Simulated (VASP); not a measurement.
# Ga3H5 (P6/mmm) in VASP: notebook

Runs on Ga3H5. Level: PBE. Tasks: single point, relaxation of cell and atoms.

All numbers are computed with VASP 6.6.1; they aren't measurements. Logs are shortened: lines on timing, memory, paths and dates and some standing lists are left out, and cuts for length are marked.

## (1) The cell of the first run

It takes space group P6/mmm (No. 191, hexagonal). Conventional cell: a = 4.567 Å, b = 4.567 Å, c = 5.330 Å, α = 90.00°, β = 90.00°, γ = 120.00°. Ga (site symmetry -6m2) has 7 H at 2.26 to 3.07 Å and 3 Ga at 2.64 Å within 3.1 Å. Within 3.5 Å of Ga (site symmetry 6/mmm) lie 14 H at 2.66 to 2.67 Å. H (site symmetry 3m) has 1 H at 0.82 Å within 1.1 Å. H (site symmetry 6/mmm) has 8 Ga at 2.64 to 2.66 Å and 12 H at 3.47 Å within 3.5 Å.

The cell was generated, and may not be a known phase.

## (2) Single point, PBE

Contents of INCAR:

```
SYSTEM = Ga3H5
ALGO     = Normal         ! electronic algorithm
EDIFF    = 1E-6           ! SCF threshold, eV
ENCUT    = 520            ! plane-wave cutoff, eV
GGA      = PE             ! functional
ISIF     = 2              ! what is computed and relaxed
ISMEAR   = 0              ! smearing method
LASPH    = .True.         ! aspherical terms in the spheres
LCHARG   = .False.        ! write CHGCAR
LREAL    = .False.        ! projectors in reciprocal space
LWAVE    = .False.        ! write WAVECAR
NBANDS   = 32             ! bands
NELM     = 80             ! most SCF steps
PREC     = Accurate       ! precision mode
SIGMA    = 0.1            ! smearing width, eV
```

Contents of KPOINTS:

```
k-points
0
Gamma
  12 12 8
  0 0 0
```

Contents of POSCAR:

```
Ga3H5
1.0
    4.5672169255      0.0000000000      0.0000000000
   -2.2836084628      3.9553258821      0.0000000000
    0.0000000000      0.0000000000      5.3299210870
Ga H
3 5
Direct
    0.3333333333      0.6666666667      0.5000000000
    0.6666666667      0.3333333333      0.5000000000
    0.0000000000      0.0000000000      0.0000000000
    0.3333333333      0.6666666667      0.9234893407
    0.6666666667      0.3333333333      0.9234893407
    0.6666666667      0.3333333333      0.0765106593
    0.3333333333      0.6666666667      0.0765106593
    0.0000000000      0.0000000000      0.5000000000
```

Potentials or basis: VASP PAW PBE potentials, release 64 (Ga_d, H).

On the command line:

```bash
> cat potpaw_PBE.64/Ga_d/POTCAR potpaw_PBE.64/H/POTCAR > POTCAR
> mpirun -np 1 vasp_std > vasp.out
```

OUTCAR:

```text
SYSTEM = Ga3H5
   EDIFF = 1E-6
   ENCUT = 520
   GGA = PE
   ISIF = 2
   ISMEAR = 0
   LASPH = .True.
   LREAL = .False.
   NELM = 80
   PREC = Accurate

 ion  position               nearest neighbor table
   1  0.333  0.667  0.500-   2 2.64   2 2.64   2 2.64
   2  0.667  0.333  0.500-   1 2.64   1 2.64   1 2.64
   3  0.000  0.000  0.000-
   4  0.333  0.667  0.923-   7 0.82
   5  0.667  0.333  0.923-   6 0.82
   6  0.667  0.333  0.077-   5 0.82
   7  0.333  0.667  0.077-   4 0.82
   8  0.000  0.000  0.500-

  LATTYP: Found a hexagonal cell.
 ALAT       =     4.5672169255
 C/A-ratio  =     1.1669953878

  Lattice vectors:

 A1 = (   4.5672169255,   0.0000000000,   0.0000000000)
 A2 = (  -2.2836084628,   3.9553258821,   0.0000000000)
 A3 = (   0.0000000000,   0.0000000000,   5.3299210870)

Analysis of symmetry for initial positions (statically):
=====================================================================
 Subroutine PRICEL returns:
 Original cell was already a primitive cell.

 Routine SETGRP: Setting up the symmetry group for a
 hexagonal supercell.

 Subroutine GETGRP returns: Found 24 space group operations
 (whereof 24 operations were pure point group operations)
 out of a pool of 24 trial point group operations.

The static configuration has the point symmetry D_6h.

Analysis of symmetry for dynamics (positions and initial velocities):
=====================================================================
 Subroutine PRICEL returns:
 Original cell was already a primitive cell.

 Routine SETGRP: Setting up the symmetry group for a
 hexagonal supercell.

 Subroutine GETGRP returns: Found 24 space group operations
 (whereof 24 operations were pure point group operations)
 out of a pool of 24 trial point group operations.

The dynamic configuration has the point symmetry D_6h.

 Subroutine INISYM returns: Found 24 space group operations
 (whereof 24 operations are pure point group operations),
 and found     1 'primitive' translations

----------------------------------------------------------------------------------------

                                     Primitive cell

  volume of cell :      96.2841

  direct lattice vectors                    reciprocal lattice vectors
     4.567216926  0.000000000  0.000000000     0.218951720  0.126411834  0.000000000
    -2.283608463  3.955325882  0.000000000     0.000000000  0.252823669  0.000000000
     0.000000000  0.000000000  5.329921087     0.000000000  0.000000000  0.187620039

  length of vectors
     4.567216926  4.567216926  5.329921087     0.252823669  0.252823669  0.187620039

  position of ions in fractional coordinates (direct lattice)
     0.333333333  0.666666667  0.500000000
     0.666666667  0.333333333  0.500000000
     0.000000000  0.000000000  0.000000000
     0.333333333  0.666666667  0.923489341
     0.666666667  0.333333333  0.923489341
     0.666666667  0.333333333  0.076510659
     0.333333333  0.666666667  0.076510659
     0.000000000  0.000000000  0.500000000

  ion indices of the primitive-cell ions
   primitive index   ion index
                 1           1
                 2           2
                 3           3
                 4           4
                 5           5
                 6           6
                 7           7
                 8           8

----------------------------------------------------------------------------------------

 KPOINTS: k-points

Automatic generation of k-mesh.
 Grid dimensions read from file:
 generate k-points for:   12   12    8

 Generating k-lattice:

  Cartesian coordinates                     Fractional coordinates (reciprocal lattice)
     0.018245977  0.010534320  0.000000000     0.083333333  0.000000000  0.000000000
     0.000000000  0.021068639  0.000000000     0.000000000  0.083333333  0.000000000
     0.000000000  0.000000000  0.023452505     0.000000000  0.000000000  0.125000000

  Length of vectors
     0.021068639  0.021068639  0.023452505

  Shift w.r.t. Gamma in fractional coordinates (k-lattice)
     0.000000000  0.000000000  0.000000000

 Subroutine IBZKPT returns following result:
 ===========================================

 Found     95 irreducible k-points:

 Following reciprocal coordinates:
            Coordinates               Weight
  0.000000  0.000000  0.000000      1.000000
  0.083333  0.000000  0.000000      6.000000
  0.166667 -0.000000  0.000000      6.000000
  0.250000  0.000000  0.000000      6.000000
  0.333333 -0.000000  0.000000      6.000000
  0.416667 -0.000000  0.000000      6.000000
[... 16 lines left out ...]
  0.250000  0.000000  0.125000     12.000000
  0.333333 -0.000000  0.125000     12.000000
 [... further k-points ...]
   k-points           NKPTS =     95   k-points in BZ     NKDIM =     95   number of bands    NBANDS=     32
   number of dos      NEDOS =    301   number of ions     NIONS =      8
   total plane-waves  NPLWV =  51840
   dimension x,y,z NGX =    36 NGY =   36 NGZ =   40
   dimension x,y,z NGXF=    72 NGYF=   72 NGZF=   80
   ions per type =               3   5
   NGX,Y,Z   is equivalent  to a cutoff of  13.10, 13.10, 12.48 a.u.
   NGXF,Y,Z  is equivalent  to a cutoff of  26.21, 26.21, 24.95 a.u.
 SYSTEM =  Ga3H5
   PREC   = accura    normal or accurate (medium, high low for compatibility)
   ISTART =      0    job   : 0-new  1-cont  2-samecut
   ICHARG =      2    charge: 1-file 2-atom 10-const
   ISPIN  =      1    spin polarized calculation?
   LNONCOLLINEAR =      F non collinear calculations
   LSORBIT =      F    spin-orbit coupling
   LASPH  =      T    aspherical Exc in radial PAW
   ENCUT  =  520.0 eV  38.22 Ry    6.18 a.u.   8.49  8.49  9.91*2*pi/ulx,y,z
   NELM   =     80;   NELMIN=  2; NELMDL= -5     # of ELM steps
   EDIFF  = 0.1E-05   stopping-criterion for ELM
   LREAL  =      F    real-space projection
   EDIFFG = 0.1E-04   stopping-criterion for IOM
   NSW    =      0    number of steps for IOM
   IBRION =     -1    ionic relax: 0-MD 1-quasi-New 2-CG
   NFREE  =      0    steps in history (QN), initial steepest desc. (CG)
   ISIF   =      2    stress and relaxation
   ISYM   =      2    0-nonsym 1-usesym 2-fastsym
   POTIM  = 0.5000    time-step for ionic-motion
   TEBEG  =    0.0;   TEEND  =   0.0 temperature during run
   PSTRESS=    0.0 pullay stress
   NELECT =      44.0000    total number of electrons
   NUPDOWN=      -1.0000    fix difference up-down
   EMIN   =  10.00;   EMAX   =-10.00  energy-range for DOS
   EFERMI =   0.00;   METHOD = LEGACY
   ISMEAR =     0;   SIGMA  =   0.10  broadening in eV -4-tet -1-fermi 0-gaus
   EFERMI_NEDOS =   21; number of points for ismear=-14 and -15
   IALGO  =     38    algorithm
   IMIX   =      4    mixing-type and parameters
     AMIX     =   0.40;   BMIX     =  1.00
     AMIX_MAG =   1.60;   BMIX_MAG =  1.00
  volume/ion in A,a.u.               =      12.04        81.22
  Fermi-wavevector in a.u.,A,eV,Ry     =   1.260978  2.382903 21.634153  1.590065
  Thomas-Fermi vector in A             =   2.394460
   LORBIT       =      0    0 simple, 1 ext, 2 COOP (PROOUT), +10 PAW based schemes
   GGA     = PE    functional components
   LHFCALC =     F    Hartree Fock is set to
   AEXX    =    0.0000 exact exchange contribution
   IVDW    =     0    specifies the selected vdW correction
   LEPSILON=     F    determine dielectric tensor
   LRPA    =     F    only Hartree local field effects (RPA)
 non-spin polarized calculation
 Gauss-broadening in eV      SIGMA  =   0.10
  energy-cutoff  :      520.00
  volume of cell :       96.28
 maximum number of plane-waves:      2628
 NGX is ok and might be reduce to    36
   NGX = 17   NGY = 17   NGZ = 19

 number of electron      43.9999991 magnetization

 Free energy of the ion-electron system (eV)
  ---------------------------------------------------
  ext. energy  EPLUGINS =         0.00000000
  ---------------------------------------------------
  free energy    TOTEN  =       -22.28929751 eV

  energy without entropy =      -22.28063066  energy(sigma->0) =      -22.28496408

 E-fermi :   2.9477     XC(G=0):  -9.4689

 val. band max:        2.9368979495   @ k =   0.0833   0.0000   0.1250
 cond. band min:       2.9514077149   @ k =   0.5000   0.0000   0.1250
 fundamental gap:      0.0145097655
 Fermi energy:         2.9477000385

 k-point     1 :       0.0000    0.0000    0.0000
  band No.  band energies     occupation
      1     -12.5329      2.00000
      2     -12.5329      2.00000
      3     -12.4597      2.00000
      4     -12.4597      2.00000
      5     -12.4501      2.00000
      6     -12.0749      2.00000
[... 24 lines left out ...]
     31       9.4424      0.00000
     32       9.4424      0.00000

 k-point     2 :       0.0833    0.0000    0.0000
  band No.  band energies     occupation
      1     -12.5336      2.00000
      2     -12.5325      2.00000
      3     -12.4599      2.00000
      4     -12.4598      2.00000
      5     -12.4493      2.00000
      6     -12.0737      2.00000
[... 24 lines left out ...]
     31       9.8494      0.00000
     32       9.9517      0.00000

 k-point     3 :       0.1667   -0.0000    0.0000
  band No.  band energies     occupation
      1     -12.5353      2.00000
      2     -12.5314      2.00000
      3     -12.4605      2.00000
      4     -12.4601      2.00000
      5     -12.4472      2.00000
      6     -12.0704      2.00000
[... 24 lines left out ...]
     31      10.5607      0.00000
     32      10.7039      0.00000

 k-point     4 :       0.2500    0.0000    0.0000
  band No.  band energies     occupation
      1     -12.5377      2.00000
      2     -12.5298      2.00000
      3     -12.4613      2.00000
      4     -12.4605      2.00000
      5     -12.4444      2.00000
      6     -12.0670      2.00000
[... 24 lines left out ...]
     31      10.1264      0.00000
     32      11.7599      0.00000

 k-point     5 :       0.3333   -0.0000    0.0000
  band No.  band energies     occupation
      1     -12.5402      2.00000
      2     -12.5283      2.00000
      3     -12.4620      2.00000
      4     -12.4610      2.00000
      5     -12.4416      2.00000
      6     -12.0665      2.00000
[... 584 lines left out ...]
     31       9.4268      0.00000
     32       9.5442      0.00000

 k-point    22 :       0.1667   -0.0000    0.1250
  band No.  band energies     occupation
      1     -12.5353      2.00000
      2     -12.5315      2.00000
      3     -12.4606      2.00000
      4     -12.4601      2.00000
      5     -12.4467      2.00000
      6     -12.0692      2.00000
[... 24 lines left out ...]
     31      10.2429      0.00000
     32      10.6284      0.00000

 k-point    23 :       0.2500    0.0000    0.1250
  band No.  band energies     occupation
      1     -12.5376      2.00000
      2     -12.5299      2.00000
      3     -12.4614      2.00000
      4     -12.4605      2.00000
      5     -12.4439      2.00000
      6     -12.0659      2.00000
[... 24 lines left out ...]
     31      10.6062      0.00000
     32      11.4282      0.00000

 k-point    24 :       0.3333   -0.0000    0.1250
  band No.  band energies     occupation
      1     -12.5401      2.00000
      2     -12.5283      2.00000
      3     -12.4622      2.00000
      4     -12.4608      2.00000
      5     -12.4411      2.00000
      6     -12.0657      2.00000
[... 24 lines left out ...]
     31      10.7408      0.00000
     32      12.1514      0.00000

 [... further k-points ...]

------------------------ aborting loop because EDIFF is reached ----------------------------------------

  FORCE on cell =-STRESS in cart. coord.  units (eV):
  Direction    XX          YY          ZZ          XY          YZ          ZX
  --------------------------------------------------------------------------------------
  -------------------------------------------------------------------------------------
  Total       -0.0011788     -0.0011788     -0.0318256      0.0000000      0.0000000     -0.0000000
  in kB       -0.0196146     -0.0196146     -0.5295814      0.0000000      0.0000000     -0.0000000
  external PRESSURE =      -0.1896035 kB  Pullay stress =       0.0000000 kB

 VOLUME and BASIS-vectors are now :
 -----------------------------------------------------------------------------
  energy-cutoff  :      520.00
  volume of cell :       96.28
      direct lattice vectors                 reciprocal lattice vectors
     4.567216926  0.000000000  0.000000000     0.218951720  0.126411834  0.000000000
    -2.283608463  3.955325882  0.000000000     0.000000000  0.252823669  0.000000000
     0.000000000  0.000000000  5.329921087     0.000000000  0.000000000  0.187620039

 POSITION                                       TOTAL-FORCE (eV/Angst)
 -----------------------------------------------------------------------------------
     -0.00000      2.63688      2.66496         0.000000     -0.000000     -0.000000
      2.28361      1.31844      2.66496        -0.000000      0.000000      0.000000
      0.00000      0.00000      0.00000        -0.000000      0.000000      0.000000
     -0.00000      2.63688      4.92213        -0.000000      0.000000     -0.004921
      2.28361      1.31844      4.92213         0.000000     -0.000000     -0.004921
      2.28361      1.31844      0.40780         0.000000      0.000000      0.004921
     -0.00000      2.63688      0.40780        -0.000000      0.000000      0.004921
      0.00000      0.00000      2.66496        -0.000000      0.000000      0.000000
 -----------------------------------------------------------------------------------
    total drift:                                0.000000      0.000000     -0.000000

  FREE ENERGIE OF THE ION-ELECTRON SYSTEM (eV)
  ---------------------------------------------------
  free  energy   TOTEN  =       -22.2892975068 eV

  energy  without entropy=      -22.2806306617  energy(sigma->0) =      -22.28496408
```

Wall time 89 s (1 thread of Intel Xeon 6975P-C (Granite Rapids), shared host); peak memory 0.35 GiB.

What came out:

- Free energy: -22.2893 eV
- Pressure: 0.0 GPa
- Largest force: 0.005 eV/Å
- Band gap on the k mesh: zero (bands 22 and 23 overlap by 2.87 eV)

Forces on the atoms (eV/Å):
```
Ga   0.000  0.000  0.000
Ga   0.000  0.000  0.000
Ga   0.000  0.000  0.000
H    0.000  0.000 -0.005
H    0.000  0.000 -0.005
H    0.000  0.000  0.005
H    0.000  0.000  0.005
H    0.000  0.000  0.000
```

## (3) Relaxation of cell and atoms, PBE

This run uses another cell than the first one, of 13.62 Å³/atom.

Contents of INCAR:

```
SYSTEM = Ga3H5
PREC = Accurate
ENCUT = 600
EDIFF = 1E-6
ISMEAR = 0
SIGMA = 0.1
LREAL = .FALSE.
LASPH = .TRUE.
NELM = 80
ALGO = Normal
ISIF = 3
LWAVE = .FALSE.
LCHARG = .FALSE.
GGA = PE
IBRION = 2
NSW = 90
EDIFFG = -0.04
```

Contents of KPOINTS:

```
Automatic mesh
0
G
  6 6 4
  0 0 0
```

Contents of POSCAR:

```
Ga3H5
1.0
    4.5315811100      0.0000000000      0.0000000000
   -2.2657905500      3.9244643600      0.0000000000
    0.0000000000      0.0000000000      6.1278892000
Ga H
3 5
Direct
    0.3333333300      0.6666666700      0.5000000000
    0.6666666700      0.3333333300      0.5000000000
    0.0000000000      0.0000000000      0.0000000000
    0.3333333300      0.6666666700      0.7780132000
    0.6666666700      0.3333333300      0.7780132000
    0.6666666700      0.3333333300      0.2219868000
    0.3333333300      0.6666666700      0.2219868000
    0.0000000000      0.0000000000      0.5000000000
```

Potentials or basis: VASP PAW PBE potentials, release 64 (Ga_d, H).

On the command line:

```bash
> cat potpaw_PBE.64/Ga_d/POTCAR potpaw_PBE.64/H/POTCAR > POTCAR
> mpirun -np 1 vasp_std > vasp.out
```

Run time: 15 min. Hardware: 1 thread of Intel Xeon 6975P-C (Granite Rapids), shared host; peak memory 0.3 GiB.

The run converged. Its results:

| Quantity | Value |
| --- | --- |
| Free energy | -22.3473 eV |
| Relaxed volume | 12.07 Å³/atom |
| Relaxed cell | a = 4.491 Å, b = 4.491 Å, c = 5.529 Å, α = 90.00°, β = 90.00°, γ = 120.00° |
| Space group after relaxing (to 0.1 Å) | P6/mmm (No. 191) |
| Energy gained by relaxing | 201.2 meV/atom |
| Ionic steps | 53 |
| Pressure after relaxing | 0.0 GPa |
| Largest force after relaxing | 0.038 eV/Å |
| Band gap on the k mesh | zero (bands 22 and 23 overlap by 2.76 eV) |

Forces in eV/Å, atoms in the order of the input:
```
Ga   0.000  0.000  0.000
Ga   0.000  0.000  0.000
Ga   0.000  0.000  0.000
H    0.000  0.000  0.038
H    0.000  0.000  0.038
H    0.000  0.000 -0.038
H    0.000  0.000 -0.038
H    0.000  0.000  0.000
```

Stress tensor (GPa, compression positive):
```
-0.12  0.00  0.00
 0.00 -0.12  0.00
 0.00  0.00  0.24
```

The path:
| step | energy change (eV) | largest force (eV/Å) | pressure (GPa) | volume (Å³) |
| --- | --- | --- | --- | --- |
| 1 | 0.0000 | 0.3954 | -4.23 | 108.98 |
| 3 | -0.1653 | 0.2596 | -0.80 | 102.04 |
| 5 | -0.2219 | 0.1645 | -0.15 | 96.74 |
| 7 | -0.2333 | 0.1170 | 0.47 | 93.24 |
| 9 | -0.3010 | 0.1690 | 1.03 | 90.20 |
| 11 | -0.5221 | 0.8271 | 10.13 | 75.65 |
| 13 | -0.5530 | 0.7376 | 8.41 | 77.05 |
| 15 | -0.5728 | 0.7341 | 8.77 | 76.73 |
| 17 | -0.6132 | 0.8780 | 10.47 | 75.19 |
| 19 | -0.7591 | 0.5901 | 9.63 | 76.12 |
| 21 | -0.8054 | 0.2918 | 9.54 | 76.64 |
| 23 | -0.8902 | 0.0689 | 8.42 | 77.87 |
| 25 | -1.2024 | 0.3940 | 0.92 | 86.48 |
| 27 | -1.2208 | 0.3881 | 0.53 | 87.53 |
| 29 | -1.2560 | 0.1963 | 1.28 | 89.32 |
| 31 | -1.2647 | 0.0660 | 0.76 | 90.07 |
| 33 | -1.2718 | 0.1190 | -0.11 | 94.11 |
| 35 | -1.2750 | 0.0939 | -0.52 | 94.28 |
| 37 | -1.3072 | 0.1836 | -0.03 | 92.65 |
| 39 | -1.4431 | 0.4726 | 3.02 | 84.88 |
| 41 | -1.4598 | 0.4210 | 2.26 | 86.27 |
| 43 | -1.4631 | 0.4152 | 2.43 | 86.03 |
| 45 | -1.4681 | 0.3934 | 2.61 | 85.81 |
| 47 | -1.5000 | 0.2157 | 2.60 | 86.82 |
| 49 | -1.5228 | 1.0853 | 2.88 | 90.94 |
| 51 | -1.5529 | 0.3952 | 2.21 | 90.01 |
| 53 | -1.6095 | 0.0385 | 0.00 | 96.55 |

Final structure:
```yaml
crystal:
  lattice:
    - [4.49054, 0.00000, 0.00000]
    - [-2.24527, 3.88893, 0.00000]
    - [0.00000, 0.00000, 5.52870]
  atoms:
    - { symbol: Ga, position: [0.33333, 0.66667, 0.50000] }
    - { symbol: Ga, position: [0.66667, 0.33333, 0.50000] }
    - { symbol: Ga, position: [0.00000, 0.00000, 0.00000] }
    - { symbol: H, position: [0.33333, 0.66667, 0.92641] }
    - { symbol: H, position: [0.66667, 0.33333, 0.92641] }
    - { symbol: H, position: [0.66667, 0.33333, 0.07359] }
    - { symbol: H, position: [0.33333, 0.66667, 0.07359] }
    - { symbol: H, position: [0.00000, 0.00000, 0.50000] }
```

Levels at points of the mesh, in eV from the Fermi level:
```csv
k point,band 20,band 21,band 22,band 23,band 24,band 25
"(0.00, 0.00, 0.00)",-2.98,0.47,0.48,0.48,0.95,1.51
"(0.50, 0.00, 0.00)",-4.16,-1.42,-1.06,-0.81,-0.40,2.08
"(0.00, 0.00, 0.50)",-0.50,-0.12,0.66,0.66,0.96,1.56
"(0.50, 0.00, 0.50)",-4.76,-1.86,-0.88,0.70,1.89,3.36
```

The gap in the log of VASP goes by the Fermi energy; the results here count the filled bands.